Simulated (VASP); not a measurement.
# Sr (P-62m) in VASP: further runs

Runs on Sr. Level: PBE. Tasks: single point.

All numbers are computed with VASP 6.6.1; they aren't measurements. Logs are shortened: lines on timing, memory, paths and dates and some standing lists are left out, and cuts for length are marked.

### Step 1. The cell of the first run

Symmetry: P-62m, No. 189, hexagonal system. The conventional cell has a = 7.088 Å, b = 7.088 Å, c = 3.600 Å, α = 90.00°, β = 90.00°, γ = 120.00°. Sr (site symmetry m2m) has 8 Sr at 3.60 to 4.18 Å within 4.7 Å.

### Step 2. Single point, PBE (strained)

File INCAR:

```
SYSTEM = Sr
ALGO = Fast ; EDIFF = 1E-7
ENCUT = 520 ; GGA = PE
ISIF = 2 ; ISMEAR = 0
LASPH = .True. ; LCHARG = .False.
LREAL = .False. ; LWAVE = .False.
NBANDS = 22 ; NELM = 80
PREC = Accurate ; SIGMA = 0.1
```

File KPOINTS:

```
k-points
0
Gamma
  9 9 12
  0 0 0
```

File POSCAR:

```
Sr
1.0
    7.0882808775      0.0000000000      0.0000000000
   -3.5441404387      6.1386313090      0.0000000000
    0.0000000000      0.0000000000      3.5996952077
Sr
3
Direct
    0.0000000000      0.6799356637      0.0000000000
    0.3200643363      0.3200643363      0.0000000000
    0.6799356637      0.0000000000      0.0000000000
```

Potentials or basis: VASP PAW PBE potentials, release 64 (Sr_sv).

On the command line:

```console
$ cat potpaw_PBE.64/Sr_sv/POTCAR > POTCAR
$ mpirun -np 1 vasp_std > vasp.out
```

OUTCAR:

```text
SYSTEM = Sr
   EDIFF = 1E-7
   ENCUT = 520
   GGA = PE
   ISIF = 2
   ISMEAR = 0
   LASPH = .True.
   LREAL = .False.
   NELM = 80
   PREC = Accurate

 ion  position               nearest neighbor table
   1  0.000  0.680  0.000-   2 3.93   3 3.93   3 4.18   2 4.18   2 4.18   3 4.18
   2  0.320  0.320  0.000-   1 3.93   3 3.93   3 4.18   1 4.18   3 4.18   1 4.18
   3  0.680  0.000  0.000-   1 3.93   2 3.93   1 4.18   2 4.18   2 4.18   1 4.18

  LATTYP: Found a hexagonal cell.
 ALAT       =     7.0882808775
 C/A-ratio  =     0.5078375519

  Lattice vectors:

 A1 = (   7.0882808775,   0.0000000000,   0.0000000000)
 A2 = (  -3.5441404387,   6.1386313090,   0.0000000000)
 A3 = (   0.0000000000,   0.0000000000,   3.5996952077)

Analysis of symmetry for initial positions (statically):
=====================================================================
 Subroutine PRICEL returns:
 Original cell was already a primitive cell.

 Routine SETGRP: Setting up the symmetry group for a
 hexagonal supercell.

 Subroutine GETGRP returns: Found 12 space group operations
 (whereof 12 operations were pure point group operations)
 out of a pool of 24 trial point group operations.

The static configuration has the point symmetry D_3h.

Analysis of symmetry for dynamics (positions and initial velocities):
=====================================================================
 Subroutine PRICEL returns:
 Original cell was already a primitive cell.

 Routine SETGRP: Setting up the symmetry group for a
 hexagonal supercell.

 Subroutine GETGRP returns: Found 12 space group operations
 (whereof 12 operations were pure point group operations)
 out of a pool of 24 trial point group operations.

The dynamic configuration has the point symmetry D_3h.

 Subroutine INISYM returns: Found 12 space group operations
 (whereof 12 operations are pure point group operations),
 and found     1 'primitive' translations

----------------------------------------------------------------------------------------

                                     Primitive cell

  volume of cell :     156.6312

  direct lattice vectors                    reciprocal lattice vectors
     7.088280877  0.000000000  0.000000000     0.141077931  0.081451381  0.000000000
    -3.544140439  6.138631309  0.000000000     0.000000000  0.162902763  0.000000000
     0.000000000  0.000000000  3.599695208     0.000000000  0.000000000  0.277801298

  length of vectors
     7.088280877  7.088280877  3.599695208     0.162902763  0.162902763  0.277801298

  position of ions in fractional coordinates (direct lattice)
     1.000000000  0.679935664  0.000000000
     0.320064336  0.320064336  0.000000000
     0.679935664  0.000000000  0.000000000

  ion indices of the primitive-cell ions
   primitive index   ion index
                 1           1
                 2           2
                 3           3

----------------------------------------------------------------------------------------

 KPOINTS: k-points

Automatic generation of k-mesh.
 Grid dimensions read from file:
 generate k-points for:    9    9   12

 Generating k-lattice:

  Cartesian coordinates                     Fractional coordinates (reciprocal lattice)
     0.015675326  0.009050153  0.000000000     0.111111111  0.000000000  0.000000000
     0.000000000  0.018100307  0.000000000     0.000000000  0.111111111  0.000000000
     0.000000000  0.000000000  0.023150108     0.000000000  0.000000000  0.083333333

  Length of vectors
     0.018100307  0.018100307  0.023150108

  Shift w.r.t. Gamma in fractional coordinates (k-lattice)
     0.000000000  0.000000000  0.000000000

 Subroutine IBZKPT returns following result:
 ===========================================

 Found     84 irreducible k-points:

 Following reciprocal coordinates:
            Coordinates               Weight
  0.000000  0.000000  0.000000      1.000000
  0.111111  0.000000  0.000000      6.000000
  0.222222  0.000000  0.000000      6.000000
  0.333333  0.000000  0.000000      6.000000
  0.444444  0.000000  0.000000      6.000000
  0.111111  0.111111  0.000000      6.000000
[... 16 lines left out ...]
  0.333333  0.222222  0.083333     24.000000
  0.333333  0.333333  0.083333      4.000000
 [... further k-points ...]
   k-points           NKPTS =     84   k-points in BZ     NKDIM =     84   number of bands    NBANDS=     22
   number of dos      NEDOS =    301   number of ions     NIONS =      3
   total plane-waves  NPLWV =  81648
   dimension x,y,z NGX =    54 NGY =   54 NGZ =   28
   dimension x,y,z NGXF=   108 NGYF=  108 NGZF=   56
   ions per type =               3
   NGX,Y,Z   is equivalent  to a cutoff of  12.66, 12.66, 12.93 a.u.
   NGXF,Y,Z  is equivalent  to a cutoff of  25.33, 25.33, 25.86 a.u.
 SYSTEM =  Sr
   PREC   = accura    normal or accurate (medium, high low for compatibility)
   ISTART =      0    job   : 0-new  1-cont  2-samecut
   ICHARG =      2    charge: 1-file 2-atom 10-const
   ISPIN  =      1    spin polarized calculation?
   LNONCOLLINEAR =      F non collinear calculations
   LSORBIT =      F    spin-orbit coupling
   LASPH  =      T    aspherical Exc in radial PAW
   ENCUT  =  520.0 eV  38.22 Ry    6.18 a.u.  13.18 13.18  6.69*2*pi/ulx,y,z
   NELM   =     80;   NELMIN=  2; NELMDL= -5     # of ELM steps
   EDIFF  = 0.1E-06   stopping-criterion for ELM
   LREAL  =      F    real-space projection
   EDIFFG = 0.1E-05   stopping-criterion for IOM
   NSW    =      0    number of steps for IOM
   IBRION =     -1    ionic relax: 0-MD 1-quasi-New 2-CG
   NFREE  =      0    steps in history (QN), initial steepest desc. (CG)
   ISIF   =      2    stress and relaxation
   ISYM   =      2    0-nonsym 1-usesym 2-fastsym
   POTIM  = 0.5000    time-step for ionic-motion
   TEBEG  =    0.0;   TEEND  =   0.0 temperature during run
   PSTRESS=    0.0 pullay stress
   NELECT =      30.0000    total number of electrons
   NUPDOWN=      -1.0000    fix difference up-down
   EMIN   =  10.00;   EMAX   =-10.00  energy-range for DOS
   EFERMI =   0.00;   METHOD = LEGACY
   ISMEAR =     0;   SIGMA  =   0.10  broadening in eV -4-tet -1-fermi 0-gaus
   EFERMI_NEDOS =   21; number of points for ismear=-14 and -15
   IALGO  =     68    algorithm
   IMIX   =      4    mixing-type and parameters
     AMIX     =   0.40;   BMIX     =  1.00
     AMIX_MAG =   1.60;   BMIX_MAG =  1.00
  volume/ion in A,a.u.               =      52.21       352.33
  Fermi-wavevector in a.u.,A,eV,Ry     =   0.943675  1.783287 12.116298  0.890523
  Thomas-Fermi vector in A             =   2.071406
   LORBIT       =      0    0 simple, 1 ext, 2 COOP (PROOUT), +10 PAW based schemes
   GGA     = PE    functional components
   LHFCALC =     F    Hartree Fock is set to
   AEXX    =    0.0000 exact exchange contribution
   IVDW    =     0    specifies the selected vdW correction
   LEPSILON=     F    determine dielectric tensor
   LRPA    =     F    only Hartree local field effects (RPA)
 non-spin polarized calculation
 RMM-DIIS sequential band-by-band and
 Gauss-broadening in eV      SIGMA  =   0.10
  energy-cutoff  :      520.00
  volume of cell :      156.63
 maximum number of plane-waves:      4239
 NGX is ok and might be reduce to    54
   NGX = 27   NGY = 27   NGZ = 13

 number of electron      30.0000000 magnetization

 Free energy of the ion-electron system (eV)
  ---------------------------------------------------
  ext. energy  EPLUGINS =         0.00000000
  ---------------------------------------------------
  free energy    TOTEN  =        -4.15104540 eV

  energy without entropy =       -4.13589915  energy(sigma->0) =       -4.14347228

 E-fermi :   1.6468     XC(G=0):  -7.4945

 val. band max:        1.6424721417   @ k =   0.1111   0.0000   0.3333
 cond. band min:       1.6485614538   @ k =   0.3333   0.0000   0.1667
 fundamental gap:      0.0060893121
 Fermi energy:         1.6468127728

 k-point     1 :       0.0000    0.0000    0.0000
  band No.  band energies     occupation
      1     -34.9710      2.00000
      2     -34.9509      2.00000
      3     -34.9509      2.00000
      4     -17.0441      2.00000
      5     -17.0114      2.00000
      6     -17.0114      2.00000
[... 14 lines left out ...]
     21       3.9848      0.00000
     22       3.9848      0.00000

 k-point     2 :       0.1111    0.0000    0.0000
  band No.  band energies     occupation
      1     -34.9703      2.00000
      2     -34.9513      2.00000
      3     -34.9511      2.00000
      4     -17.0549      2.00000
      5     -17.0226      2.00000
      6     -16.9945      2.00000
[... 14 lines left out ...]
     21       3.8586      0.00000
     22       4.0481      0.00000

 k-point     3 :       0.2222    0.0000    0.0000
  band No.  band energies     occupation
      1     -34.9685      2.00000
      2     -34.9525      2.00000
      3     -34.9517      2.00000
      4     -17.0678      2.00000
      5     -17.0328      2.00000
      6     -16.9673      2.00000
[... 14 lines left out ...]
     21       3.5435      0.00000
     22       4.2351      0.00000

 k-point     4 :       0.3333    0.0000    0.0000
  band No.  band energies     occupation
      1     -34.9658      2.00000
      2     -34.9546      2.00000
      3     -34.9523      2.00000
      4     -17.0777      2.00000
      5     -17.0273      2.00000
      6     -16.9478      2.00000
[... 14 lines left out ...]
     21       3.1556      0.00000
     22       4.5335      0.00000

 k-point     5 :       0.4444    0.0000    0.0000
  band No.  band energies     occupation
      1     -34.9633      2.00000
      2     -34.9567      2.00000
      3     -34.9527      2.00000
      4     -17.0835      2.00000
      5     -17.0075      2.00000
      6     -16.9625      2.00000
[... 417 lines left out ...]
 k-point    22 :       0.2222    0.2222    0.0833
  band No.  band energies     occupation
      1     -34.9618      2.00000
      2     -34.9521      2.00000
      3     -34.9508      2.00000
      4     -17.0606      2.00000
      5     -17.0339      2.00000
      6     -16.9514      2.00000
[... 14 lines left out ...]
     21       3.0188      0.00000
     22       4.7382      0.00000

 k-point    23 :       0.3333    0.2222    0.0833
  band No.  band energies     occupation
      1     -34.9596      2.00000
      2     -34.9535      2.00000
      3     -34.9516      2.00000
      4     -17.0573      2.00000
      5     -17.0190      2.00000
      6     -16.9816      2.00000
[... 14 lines left out ...]
     21       2.8415      0.00000
     22       5.0835      0.00000

 k-point    24 :       0.3333    0.3333    0.0833
  band No.  band energies     occupation
      1     -34.9588      2.00000
      2     -34.9530      2.00000
      3     -34.9530      2.00000
      4     -17.0445      2.00000
      5     -17.0102      2.00000
      6     -17.0102      2.00000
[... 14 lines left out ...]
     21       2.8375      0.00000
     22       5.4135      0.00000

 [... further k-points ...]

------------------------ aborting loop because EDIFF is reached ----------------------------------------

  FORCE on cell =-STRESS in cart. coord.  units (eV):
  Direction    XX          YY          ZZ          XY          YZ          ZX
  --------------------------------------------------------------------------------------
  -------------------------------------------------------------------------------------
  Total       -0.4909062     -0.4909062      2.5189832     -0.0000000      0.0000000      0.0000000
  in kB       -5.0214700     -5.0214700     25.7666320     -0.0000000      0.0000000      0.0000000
  external PRESSURE =       5.2412307 kB  Pullay stress =       0.0000000 kB

 VOLUME and BASIS-vectors are now :
 -----------------------------------------------------------------------------
  energy-cutoff  :      520.00
  volume of cell :      156.63
      direct lattice vectors                 reciprocal lattice vectors
     7.088280877  0.000000000  0.000000000     0.141077931  0.081451381  0.000000000
    -3.544140439  6.138631309  0.000000000     0.000000000  0.162902763  0.000000000
     0.000000000  0.000000000  3.599695208     0.000000000  0.000000000  0.277801298

 POSITION                                       TOTAL-FORCE (eV/Angst)
 -----------------------------------------------------------------------------------
     -2.40979      4.17387      0.00000         0.120934     -0.209464     -0.000000
      1.13435      1.96476      0.00000         0.120934      0.209464      0.000000
      4.81957      0.00000      0.00000        -0.241868      0.000000     -0.000000
 -----------------------------------------------------------------------------------
    total drift:                                0.000000      0.000000     -0.000000

  FREE ENERGIE OF THE ION-ELECTRON SYSTEM (eV)
  ---------------------------------------------------
  free  energy   TOTEN  =        -4.1510454041 eV

  energy  without entropy=       -4.1358991524  energy(sigma->0) =       -4.14347228
```

Run time: 13 min. Hardware: 1 thread of Oxide Virtual Turin-like, shared host; peak memory 0.39 GiB.

What came out:

```yaml
Free_energy: -4.1510 eV
Pressure: 0.5 GPa
Largest_force: 0.242 eV/Å
Band_gap_on_the_k_mesh: zero (bands 15 and 16 overlap by 0.53 eV)
```

Forces on the atoms (eV/Å):
```
Sr   0.121 -0.209  0.000
Sr   0.121  0.209  0.000
Sr  -0.242  0.000  0.000
```

Stress tensor (GPa, compression positive):
```
-0.50  0.00  0.00
 0.00 -0.50  0.00
 0.00  0.00  2.58
```

Caveat: the cell differs from its parent crystal (strained).

### Step 3. Single point, PBE (strained)

File INCAR:

```
PREC = Accurate
ENCUT = 520
EDIFF = 1E-6
ISMEAR = 0
SIGMA = 0.1
LREAL = F
LASPH = T
NELM = 80
ALGO = Fast
ISIF = 2
LWAVE = F
LCHARG = F
GGA = PE
NBANDS = 22
```

File KPOINTS:

```
Automatic mesh
0
Gamma
  9 9 12
```

File POSCAR:

```
Sr
1.0
    7.2194249553      0.0000000000      0.0000000000
   -3.6097124776      6.2522054119      0.0000000000
    0.0000000000      0.0000000000      3.8422803761
Sr
3
Direct
    0.0000000000      0.6799356637      0.0000000000
    0.3200643363      0.3200643363      0.0000000000
    0.6799356637      0.0000000000      0.0000000000
```

Potentials or basis: VASP PAW PBE potentials, release 64 (Sr_sv).

On the command line:

```console
$ cat potpaw_PBE.64/Sr_sv/POTCAR > POTCAR
$ mpirun -np 1 vasp_std > vasp.out
```

OUTCAR:

```text
PREC = Accurate
   ENCUT = 520
   EDIFF = 1E-6
   ISMEAR = 0
   LREAL = F
   LASPH = T
   NELM = 80
   ISIF = 2
   GGA = PE

 ion  position               nearest neighbor table
   1  0.000  0.680  0.000-   2 4.00   3 4.00   3 4.25   2 4.25   2 4.25   3 4.25
   2  0.320  0.320  0.000-   1 4.00   3 4.00   3 4.25   1 4.25   3 4.25   1 4.25
   3  0.680  0.000  0.000-   1 4.00   2 4.00   1 4.25   2 4.25   2 4.25   1 4.25

  LATTYP: Found a hexagonal cell.
 ALAT       =     7.2194249553
 C/A-ratio  =     0.5322141860

  Lattice vectors:

 A1 = (   7.2194249553,   0.0000000000,   0.0000000000)
 A2 = (  -3.6097124776,   6.2522054119,   0.0000000000)
 A3 = (   0.0000000000,   0.0000000000,   3.8422803761)

Analysis of symmetry for initial positions (statically):
=====================================================================
 Subroutine PRICEL returns:
 Original cell was already a primitive cell.

 Routine SETGRP: Setting up the symmetry group for a
 hexagonal supercell.

[... 166 lines left out ...]
  free energy    TOTEN  =        -4.21130288 eV

  energy without entropy =       -4.19240396  energy(sigma->0) =       -4.20185342

 E-fermi :   1.3310     XC(G=0):  -7.1887

 val. band max:        1.3180682544   @ k =   0.3333   0.0000   0.1667
 cond. band min:       1.3346128289   @ k =   0.2222   0.0000   0.3333
 fundamental gap:      0.0165445744
 Fermi energy:         1.3310061941

 k-point     1 :       0.0000    0.0000    0.0000
  band No.  band energies     occupation
      1     -35.4639      2.00000
      2     -35.4484      2.00000
      3     -35.4484      2.00000
      4     -17.5108      2.00000
      5     -17.4852      2.00000
      6     -17.4852      2.00000
[... 589 lines left out ...]
     21       2.5281      0.00000
     22       4.5792      0.00000

 [... further k-points ...]

------------------------ aborting loop because EDIFF is reached ----------------------------------------

  FORCE on cell =-STRESS in cart. coord.  units (eV):
  Direction    XX          YY          ZZ          XY          YZ          ZX
  --------------------------------------------------------------------------------------
  -------------------------------------------------------------------------------------
  Total       -0.5896668     -0.5896668      0.0239235     -0.0000000      0.0000000      0.0000000
  in kB       -5.4474385     -5.4474385      0.2210088     -0.0000000      0.0000000      0.0000000
  external PRESSURE =      -3.5579561 kB  Pullay stress =       0.0000000 kB

 VOLUME and BASIS-vectors are now :
 -----------------------------------------------------------------------------
  energy-cutoff  :      520.00
  volume of cell :      173.43
      direct lattice vectors                 reciprocal lattice vectors
     7.219424955  0.000000000  0.000000000     0.138515187  0.079971781  0.000000000
    -3.609712478  6.252205412  0.000000000     0.000000000  0.159943561  0.000000000
     0.000000000  0.000000000  3.842280376     0.000000000  0.000000000  0.260262111

 POSITION                                       TOTAL-FORCE (eV/Angst)
 -----------------------------------------------------------------------------------
     -2.45437      4.25110      0.00000         0.109659     -0.189936     -0.000000
      1.15534      2.00111      0.00000         0.109659      0.189936      0.000000
      4.90874      0.00000      0.00000        -0.219319     -0.000000      0.000000
 -----------------------------------------------------------------------------------
    total drift:                               -0.000000     -0.000000      0.000000

  FREE ENERGIE OF THE ION-ELECTRON SYSTEM (eV)
  ---------------------------------------------------
  free  energy   TOTEN  =        -4.2113028801 eV

  energy  without entropy=       -4.1924039587  energy(sigma->0) =       -4.20185342
```

stdout:

```text
POSCAR found type information on POSCAR Sr
 POSCAR found :  1 types and       3 ions
 scaLAPACK will be used
 LDA part: xc-table for (Slater+PW92), standard interpolation
 POSCAR, INCAR and KPOINTS ok, starting setup
 FFT: planning ... GRIDC
 FFT: planning ... GRID_SOFT
 FFT: planning ... GRID
 WAVECAR not read
 entering main loop
WARNING in EDDRMM: call to ZHEGV failed, returncode =   8  4     19
WARNING in EDDRMM: call to ZHEGV failed, returncode =   6  3     13
WARNING in EDDRMM: call to ZHEGV failed, returncode =   8  4     19
WARNING in EDDRMM: call to ZHEGV failed, returncode =   6  3     18
WARNING in EDDRMM: call to ZHEGV failed, returncode =   6  3     13
WARNING in EDDRMM: call to ZHEGV failed, returncode =   8  4     18
WARNING in EDDRMM: call to ZHEGV failed, returncode =   6  3     15
```

Run time: 14 min. Hardware: 1 thread of Oxide Virtual Turin-like, shared host; peak memory 0.41 GiB.

Results:

```yaml
Free_energy: -4.2113 eV
Pressure: -0.4 GPa
Largest_force: 0.219 eV/Å
Band_gap_on_the_k_mesh: zero (bands 15 and 16 overlap by 0.57 eV)
```

Forces in eV/Å, atoms in the order of the input:
```
Sr   0.110 -0.190  0.000
Sr   0.110  0.190  0.000
Sr  -0.219  0.000  0.000
```

Caveat: the cell differs from its parent crystal (strained).
